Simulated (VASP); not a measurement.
**BaS: single point with PBE**

Crystal: BaS.

```
Ba S
1.0
     3.72411    0.00000    0.00000
     0.00000    3.72411    0.00000
     0.00000    0.00000    3.86040
Ba S
1 1
Cartesian
  0.0000 0.0000 0.0000
  1.8621 1.8621 1.9302
```

This cell differs from its parent crystal: epitaxial xy strain -2.9%.

```yaml
Program: VASP 6.6.1
Task: single point
Functional: PBE
Potentials_or_basis: VASP PAW PBE potentials, release 64 (Ba_sv, S)
Cutoff: 520 eV
k_mesh: 6 × 6 × 6
Occupations: fermi-dirac, width 0.02 eV
Spin: no spin polarisation
Dipole_correction: no
Further_INCAR_settings: ALGO = Normal; EDIFF = 1e-07; NBANDS = 15
```

```json
{
  "Pressure": "4.1 GPa",
  "Band gap on the k mesh": "1.22 eV, indirect (least direct gap 1.30 eV)"
}
```

Stress tensor (GPa, compression positive):
```
5.47 0.00 0.00
0.00 5.47 0.00
0.00 0.00 1.30
```

Levels at points of the mesh, in eV from the valence-band top:
```
           k point  band 6  band 7  band 8  band 9  band 10  band 11
(0.00, 0.00, 0.00)   -0.34   -0.08   -0.08    1.22     1.26     4.18
(0.50, 0.00, 0.00)   -3.14   -1.13   -0.73    2.41     6.31     6.44
(0.50, 0.50, 0.00)   -1.49   -1.49   -0.27    2.25     3.01     4.01
(0.00, 0.00, 0.50)   -3.14   -0.79   -0.79    2.22     5.95     6.45
(0.50, 0.00, 0.50)   -1.51   -1.41    0.00    2.07     3.51     4.30
(0.50, 0.50, 0.50)   -3.09   -3.07   -3.07    7.36     7.69     7.69
```

Wall time 19 s on 1 thread of Intel(R) Xeon(R) Platinum 8488C (Sapphire Rapids) (shared host), peak memory 0.18 GiB.

Caveat: the cell differs from its parent crystal (epitaxial xy strain -2.9%); spin-orbit coupling is left out, which moves the levels of the heavy elements. A k mesh can miss the band edges.
